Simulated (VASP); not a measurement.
# Na2Ru (R3m) in VASP: notebook

Runs on Na2Ru. Level: PBE. Tasks: single point, relaxation of cell and atoms.

Everything below comes from runs of VASP 6.6.1. Logs are shortened: lines on timing, memory, paths and dates and some standing lists are left out, and cuts for length are marked.

### Step 1. The cell of the first run

Symmetry: R3m, No. 160, trigonal system. The conventional cell has a = 3.117 Å, b = 3.117 Å, c = 18.105 Å, α = 90.00°, β = 90.00°, γ = 120.00°. Within 3.1 Å of Na (site symmetry 3m) lie 3 Ru at 2.33 Å and 1 Na at 2.96 Å. Within 3.1 Å of Na (site symmetry 3m) lie 3 Ru at 2.33 Å and 1 Na at 2.96 Å. Ru (site symmetry 3m) has 6 Na at 2.33 Å within 3.1 Å.

### Step 2. Single point, PBE

Contents of INCAR:

```
PREC = Accurate
ENCUT = 520
EDIFF = 1E-6
ISMEAR = 0
SIGMA = 0.1
LREAL = F
LASPH = T
NELM = 60
ALGO = Normal
ISIF = 2
LWAVE = F
LCHARG = T
GGA = PE
LELF = T
LVHAR = T
NBANDS = 21
```

Contents of KPOINTS:

```
regular mesh
0
Gamma
  6 6 6
```

Contents of POSCAR:

```
Na2Ru
1.0
    1.5587225550      0.8999288867      6.0351377991
   -1.5587225550      0.8999288867      6.0351377991
    0.0000000000     -1.7998577734      6.0351377991
Na Ru
2 1
Direct
    0.7484000000      0.7484000000      0.7484000000
    0.5849000000      0.5849000000      0.5849000000
    0.0000000000      0.0000000000      0.0000000000
```

Potentials or basis: VASP PAW PBE potentials, release 64 (Na_pv, Ru_pv).

The run is started by

```console
> cat potpaw_PBE.64/Na_pv/POTCAR potpaw_PBE.64/Ru_pv/POTCAR > POTCAR
> mpirun -np 1 vasp_std > vasp.out
```

OUTCAR:

```text
PREC = Accurate
   ENCUT = 520
   EDIFF = 1E-6
   ISMEAR = 0
   LREAL = F
   LASPH = T
   NELM = 60
   ISIF = 2
   GGA = PE

 ion  position               nearest neighbor table
   1  0.748  0.748  0.748-   3 2.33   3 2.33   3 2.33
   2  0.585  0.585  0.585-   3 2.33   3 2.33   3 2.33
   3  0.000  0.000  0.000-   1 2.33   1 2.33   1 2.33   2 2.33   2 2.33   2 2.33

  LATTYP: Found a trigonal (rhomboedric) cell.
 ALAT       =     6.2978072580
 COS(alpha) =     0.8774851014

  Lattice vectors:

 A1 = (   1.5587225550,   0.8999288867,   6.0351377991)
 A2 = (  -1.5587225550,   0.8999288867,   6.0351377991)
 A3 = (   0.0000000000,  -1.7998577734,   6.0351377991)

Analysis of symmetry for initial positions (statically):
=====================================================================
 Subroutine PRICEL returns:
 Original cell was already a primitive cell.

 Routine SETGRP: Setting up the symmetry group for a
 trigonal (rhombohedral) supercell.

 Subroutine GETGRP returns: Found  6 space group operations
 (whereof  6 operations were pure point group operations)
 out of a pool of 12 trial point group operations.

The static configuration has the point symmetry C_3v.

Analysis of symmetry for dynamics (positions and initial velocities):
=====================================================================
 Subroutine PRICEL returns:
 Original cell was already a primitive cell.

 Routine SETGRP: Setting up the symmetry group for a
 trigonal (rhombohedral) supercell.

 Subroutine GETGRP returns: Found  6 space group operations
 (whereof  6 operations were pure point group operations)
 out of a pool of 12 trial point group operations.

The dynamic configuration has the point symmetry C_3v.

 Subroutine INISYM returns: Found  6 space group operations
 (whereof  6 operations are pure point group operations),
 and found     1 'primitive' translations

----------------------------------------------------------------------------------------

                                     Primitive cell

  volume of cell :      50.7944

  direct lattice vectors                    reciprocal lattice vectors
     1.558722555  0.899928887  6.035137799     0.320775496  0.185199819  0.055232100
    -1.558722555  0.899928887  6.035137799    -0.320775496  0.185199819  0.055232100
     0.000000000 -1.799857773  6.035137799     0.000000000 -0.370399637  0.055232100

  length of vectors
     6.297807258  6.297807258  6.297807258     0.374494962  0.374494962  0.374494962

[... 75 lines left out ...]
   ICHARG =      2    charge: 1-file 2-atom 10-const
   ISPIN  =      1    spin polarized calculation?
   LNONCOLLINEAR =      F non collinear calculations
   LSORBIT =      F    spin-orbit coupling
   LASPH  =      T    aspherical Exc in radial PAW
   ENCUT  =  520.0 eV  38.22 Ry    6.18 a.u.  11.71 11.71 11.71*2*pi/ulx,y,z
   NELM   =     60;   NELMIN=  2; NELMDL= -5     # of ELM steps
   EDIFF  = 0.1E-05   stopping-criterion for ELM
   LREAL  =      F    real-space projection
   EDIFFG = 0.1E-04   stopping-criterion for IOM
   NSW    =      0    number of steps for IOM
   IBRION =     -1    ionic relax: 0-MD 1-quasi-New 2-CG
   NFREE  =      0    steps in history (QN), initial steepest desc. (CG)
   ISIF   =      2    stress and relaxation
   ISYM   =      2    0-nonsym 1-usesym 2-fastsym
   POTIM  = 0.5000    time-step for ionic-motion
   TEBEG  =    0.0;   TEEND  =   0.0 temperature during run
   PSTRESS=    0.0 pullay stress
   NELECT =      28.0000    total number of electrons
   NUPDOWN=      -1.0000    fix difference up-down
   EMIN   =  10.00;   EMAX   =-10.00  energy-range for DOS
   EFERMI =   0.00;   METHOD = LEGACY
   ISMEAR =     0;   SIGMA  =   0.10  broadening in eV -4-tet -1-fermi 0-gaus
   EFERMI_NEDOS =   21; number of points for ismear=-14 and -15
   IALGO  =     38    algorithm
   IMIX   =      4    mixing-type and parameters
     AMIX     =   0.40;   BMIX     =  1.00
     AMIX_MAG =   1.60;   BMIX_MAG =  1.00
  volume/ion in A,a.u.               =      16.93       114.26
  Fermi-wavevector in a.u.,A,eV,Ry     =   1.342319  2.536615 24.515248  1.801820
  Thomas-Fermi vector in A             =   2.470482
   LORBIT       =      0    0 simple, 1 ext, 2 COOP (PROOUT), +10 PAW based schemes
   GGA     = PE    functional components
   LHFCALC =     F    Hartree Fock is set to
   AEXX    =    0.0000 exact exchange contribution
   IVDW    =     0    specifies the selected vdW correction
   LEPSILON=     F    determine dielectric tensor
   LRPA    =     F    only Hartree local field effects (RPA)
 non-spin polarized calculation
 Gauss-broadening in eV      SIGMA  =   0.10
  energy-cutoff  :      520.00
  volume of cell :       50.79
 maximum number of plane-waves:      1383
   NGX = 23   NGY = 23   NGZ = 23

 number of electron      28.0000010 magnetization

 Free energy of the ion-electron system (eV)
  ---------------------------------------------------
  ext. energy  EPLUGINS =         0.00000000
  ---------------------------------------------------
  free energy    TOTEN  =        -5.94624579 eV

  energy without entropy =       -5.92909461  energy(sigma->0) =       -5.93767020

 E-fermi :   4.6862     XC(G=0):  -9.8860

 val. band max:        4.6541211386   @ k =   0.5000   0.3333   0.3333
 cond. band min:       4.7140181385   @ k =   0.1667   0.0000   0.0000
 fundamental gap:      0.0598969999
 Fermi energy:         4.6861857801

 k-point     1 :       0.0000    0.0000    0.0000
  band No.  band energies     occupation
      1     -36.6672      2.00000
      2     -36.6672      2.00000
      3     -36.4328      2.00000
      4     -19.1684      2.00000
      5     -18.9842      2.00000
      6     -18.9271      2.00000
[... 565 lines left out ...]
     20      13.3938      0.00000
     21      14.7699      0.00000

 [... further k-points ...]
[... 5 lines left out ...]
  --------------------------------------------------------------------------------------
  -------------------------------------------------------------------------------------
  Total        8.0719628      8.0719628     15.4172662      0.0000000     -0.0000000     -0.0000000
  in kB      254.6093112    254.6093112    486.2980201      0.0000000     -0.0000000     -0.0000000
  external PRESSURE =     331.8388809 kB  Pullay stress =       0.0000000 kB

 VOLUME and BASIS-vectors are now :
 -----------------------------------------------------------------------------
  energy-cutoff  :      520.00
  volume of cell :       50.79
      direct lattice vectors                 reciprocal lattice vectors
     1.558722555  0.899928887  6.035137799     0.320775496  0.185199819  0.055232100
    -1.558722555  0.899928887  6.035137799    -0.320775496  0.185199819  0.055232100
     0.000000000 -1.799857773  6.035137799     0.000000000 -0.370399637  0.055232100

 POSITION                                       TOTAL-FORCE (eV/Angst)
 -----------------------------------------------------------------------------------
      0.00000      0.00000     13.55009         0.000000      0.000000      5.064256
      0.00000      0.00000     10.58986         0.000000     -0.000000     -5.058207
      0.00000      0.00000      0.00000         0.000000     -0.000000     -0.006050
 -----------------------------------------------------------------------------------
    total drift:                                0.000000     -0.000000     -0.000027

  FREE ENERGIE OF THE ION-ELECTRON SYSTEM (eV)
  ---------------------------------------------------
  free  energy   TOTEN  =        -5.9462457881 eV

  energy  without entropy=       -5.9290946054  energy(sigma->0) =       -5.93767020
```

OSZICAR:

```text
N       E                     dE             d eps       ncg     rms          rms(c)
DAV:   1     0.312669311765E+03    0.31267E+03   -0.15792E+04  1354   0.166E+03
DAV:   2     0.665130935819E+01   -0.30602E+03   -0.29583E+03  1359   0.478E+02
DAV:   3    -0.704701490693E+01   -0.13698E+02   -0.13518E+02  1609   0.110E+02
DAV:   4    -0.728380084521E+01   -0.23679E+00   -0.23658E+00  1520   0.151E+01
DAV:   5    -0.729228242312E+01   -0.84816E-02   -0.84797E-02  1882   0.256E+00    0.500E+00
DAV:   6    -0.622058193277E+01    0.10717E+01   -0.46783E+00  1592   0.103E+01    0.464E+00
DAV:   7    -0.601883580822E+01    0.20175E+00   -0.66614E-01  1469   0.645E+00    0.130E+00
DAV:   8    -0.594677466335E+01    0.72061E-01   -0.32526E-01  1479   0.261E+00    0.452E-01
DAV:   9    -0.594696621415E+01   -0.19155E-03   -0.14283E-02  1525   0.684E-01    0.175E-01
DAV:  10    -0.594623055609E+01    0.73566E-03   -0.38330E-03  1649   0.316E-01    0.261E-02
DAV:  11    -0.594624739135E+01   -0.16835E-04   -0.11266E-04  1595   0.893E-02    0.176E-02
DAV:  12    -0.594624583302E+01    0.15583E-05   -0.39399E-05  1583   0.281E-02    0.286E-03
DAV:  13    -0.594624578807E+01    0.44948E-07   -0.14017E-06  1357   0.955E-03
   1 F= -.59462458E+01 E0= -.59376702E+01  d E =-.171512E-01
```

It took 70 s on 1 thread of Intel Xeon Platinum 8488C (Sapphire Rapids), shared host; peak memory 0.3 GiB.

What came out:

```yaml
Free_energy: -5.9462 eV
Pressure: 33.2 GPa
Largest_force: 5.064 eV/Å
Band_gap_on_the_k_mesh: zero (band 14 reaches 5.77 eV, above the bottom of band 15 at 4.61 eV)
```

Forces on the atoms (eV/Å):
```
Na   0.000  0.000  5.064
Na   0.000  0.000 -5.058
Ru   0.000  0.000 -0.006
```

Stress tensor (GPa, compression positive):
```
25.46  0.00  0.00
 0.00 25.46  0.00
 0.00  0.00 48.63
```

Caveat: the k points lie up to 0.39 Å⁻¹ apart; forces of over 1 eV/Å act on the atoms, so gaps and moduli don't describe the material at rest.

### Step 3. Single point, PBE

This run uses another cell than the first one, of 19.42 Å³/atom, 1.147 times its volume.

Contents of INCAR:

```
SYSTEM = Na2Ru
PREC = Accurate
ENCUT = 520
EDIFF = 1E-7
ISMEAR = 0
SIGMA = 0.1
LREAL = .False.
LASPH = .True.
NELM = 100
ALGO = Normal
ISIF = 2
LWAVE = .False.
LCHARG = .False.
GGA = PE
NBANDS = 21
```

Contents of KPOINTS:

```
regular mesh
0
Gamma
  6 6 6
  0 0 0
```

Contents of POSCAR:

```
Na2Ru
1.0
    1.4162546166      0.8176749842      8.3861995152
   -1.4162546166      0.8176749842      8.3861995152
    0.0000000000     -1.6353499683      8.3861995152
Na Ru
2 1
Direct
    0.7679438564      0.7679438564      0.7679438564
    0.5653715666      0.5653715666      0.5653715666
   -0.0000154229     -0.0000154229     -0.0000154229
```

Potentials or basis: VASP PAW PBE potentials, release 64 (Na_pv, Ru_pv).

The run is started by

```console
> cat potpaw_PBE.64/Na_pv/POTCAR potpaw_PBE.64/Ru_pv/POTCAR > POTCAR
> mpirun -np 1 vasp_std > vasp.out
```

Wall time 2.8 min (1 thread of Intel Xeon Platinum 8488C (Sapphire Rapids), shared host); peak memory 0.54 GiB.

It converged, with:

* Free energy: -9.8682 eV
* Pressure: -0.2 GPa
* Largest force: 0.017 eV/Å
* Band gap on the k mesh: zero (band 14 reaches 5.85 eV, above the bottom of band 15 at 2.95 eV)

Forces on the atoms (eV/Å):
```
Na   0.000  0.000 -0.017
Na   0.000  0.000  0.016
Ru   0.000  0.000  0.000
```

Stress tensor (GPa, compression positive):
```
-0.32  0.00  0.00
 0.00 -0.32  0.00
 0.00  0.00 -0.04
```

Levels at points of the mesh, in eV from the Fermi level:
```tsv
k point	band 11	band 12	band 13	band 14	band 15	band 16	band 17	band 18
(0.00, 0.00, 0.00)	-3.40	-2.01	-1.52	-1.11	-1.11	0.65	0.65	3.85
(0.50, 0.00, 0.00)	-2.65	-0.79	0.04	1.70	1.96	2.79	2.93	4.45
(0.50, 0.50, 0.00)	-2.65	-0.78	0.04	1.80	1.96	2.36	3.12	5.00
(0.50, 0.50, 0.50)	-3.59	-2.74	-1.11	-1.11	0.13	0.65	0.65	1.93
```

Caveat: the k points lie up to 0.43 Å⁻¹ apart.

### Step 4. Relaxation of cell and atoms, PBE

Contents of INCAR:

```
SYSTEM = Na2Ru
PREC     = Accurate       ! precision mode
ENCUT    = 600            ! plane-wave cutoff, eV
EDIFF    = 1E-6           ! SCF threshold, eV
ISMEAR   = 0              ! smearing method
SIGMA    = 0.1            ! smearing width, eV
LREAL    = .False.        ! projectors in reciprocal space
LASPH    = .True.         ! aspherical terms in the spheres
NELM     = 100            ! most SCF steps
ALGO     = Normal         ! electronic algorithm
ISIF     = 3              ! what is computed and relaxed
LWAVE    = .False.        ! write WAVECAR
LCHARG   = .False.        ! write CHGCAR
GGA      = PE             ! functional
IBRION   = 2              ! ionic algorithm
NSW      = 90             ! ionic steps
EDIFFG   = -0.04          ! ionic threshold
```

KPOINTS is that of step 3.

Contents of POSCAR:

```
Na2Ru
1.0
    1.5587225550      0.8999288867      6.0351377991
   -1.5587225550      0.8999288867      6.0351377991
    0.0000000000     -1.7998577734      6.0351377991
Na Ru
2 1
Direct
    0.7484000000      0.7484000000      0.7484000000
    0.5849000000      0.5849000000      0.5849000000
    0.0000000000      0.0000000000      0.0000000000
```

The run is started by

```console
> cat potpaw_PBE.64/Na_pv/POTCAR potpaw_PBE.64/Ru_pv/POTCAR > POTCAR
> mpirun -np 1 vasp_std > vasp.out
```

Wall time 10 min (1 thread of Intel Xeon Platinum 8488C (Sapphire Rapids), shared host); peak memory 0.4 GiB.

It converged, with:

- Free energy: -9.8522 eV
- Relaxed volume: 19.32 Å³/atom
- Relaxed cell: a = 8.508 Å, b = 8.508 Å, c = 8.508 Å, α = 19.15°, β = 19.15°, γ = 19.15°
- Space group after relaxing (to 0.05 Å): R3m (No. 160)
- Energy gained by relaxing: 1301.9 meV/atom
- Ionic steps: 13
- Pressure after relaxing: 0.0 GPa
- Largest force after relaxing: 0.024 eV/Å
- Band gap on the k mesh: zero (band 14 reaches 5.89 eV, above the bottom of band 15 at 2.98 eV)

Forces in eV/Å, atoms in the order of the input:
```
Na   0.000  0.000  0.024
Na   0.000  0.000 -0.019
Ru   0.000  0.000 -0.005
```

Stress tensor (GPa, compression positive):
```
-0.17  0.00  0.00
 0.00 -0.17  0.00
 0.00  0.00  0.26
```

The path:
```csv
step,energy change (eV),largest force (eV/Å),pressure (GPa),volume (Å³)
1,0.0000,5.0646,33.16,50.79
2,-2.5827,0.0510,-5.09,80.88
3,-2.6944,0.4473,-2.35,73.02
4,-3.0048,0.3855,-2.78,70.44
5,-3.8374,0.1918,-1.90,61.56
6,4.8670,0.0885,100.92,40.80
7,-3.8739,0.0945,-1.91,60.82
8,-3.8984,0.0486,-0.54,59.18
9,-3.8984,0.0573,-0.84,59.49
10,-3.9015,0.1180,0.38,58.08
11,-3.9018,0.1050,0.12,58.38
12,-3.9034,0.0840,-0.02,58.27
13,-3.9057,0.0245,-0.02,57.95
```

Final structure:
```cif
data_structure
_symmetry_space_group_name_H-M 'P 1'
_symmetry_Int_Tables_number 1
_cell_length_a 8.5077
_cell_length_b 8.5077
_cell_length_c 8.5077
_cell_angle_alpha 19.155
_cell_angle_beta 19.155
_cell_angle_gamma 19.155
_cell_volume 57.95
loop_
_atom_site_label
_atom_site_type_symbol
_atom_site_fract_x
_atom_site_fract_y
_atom_site_fract_z
_atom_site_occupancy
Na1 Na 0.76768 0.76768 0.76768 1
Na2 Na 0.56560 0.56560 0.56560 1
Ru1 Ru 0.00002 0.00002 0.00002 1
```

Levels at points of the mesh, in eV from the Fermi level:
```csv
k point,band 11,band 12,band 13,band 14,band 15,band 16,band 17,band 18
"(0.00, 0.00, 0.00)",-3.40,-1.99,-1.51,-1.11,-1.11,0.65,0.65,3.91
"(0.50, 0.00, 0.00)",-2.66,-0.80,0.04,1.70,1.97,2.80,2.94,4.47
"(0.50, 0.50, 0.00)",-2.66,-0.79,0.04,1.79,1.97,2.37,3.14,5.02
"(0.50, 0.50, 0.50)",-3.58,-2.74,-1.11,-1.11,0.16,0.65,0.65,1.98
```

Caveat: the k points lie up to 0.43 Å⁻¹ apart in the final cell.

### Step 5. Overview

```tsv
task	cell	cutoff (eV)	gap on the mesh (eV)	pressure (GPa)	largest force (eV/Å)
single point	a = 6.298 Å, angles 28.7°, 3 atoms	520	none	33.2	5.06
single point	a = 8.544 Å, angles 19.1°, 3 atoms	520	none	-0.2	0.02
relaxation of cell and atoms	relaxed from a = 6.298 Å, angles 28.7°, 3 atoms	600	none	0.0	0.02
```

Alike in all rows: level PBE; potentials or basis VASP PAW PBE potentials, release 64 (Na_pv, Ru_pv); no spin polarisation; k mesh 6 × 6 × 6; smearing gaussian 0.1 eV.

Caveats: all runs use coarse meshes; forces of over 1 eV/Å act on the atoms, so gaps and moduli don't describe the material at rest (some runs).

Absolute energies hang on the potentials; compare differences alone.
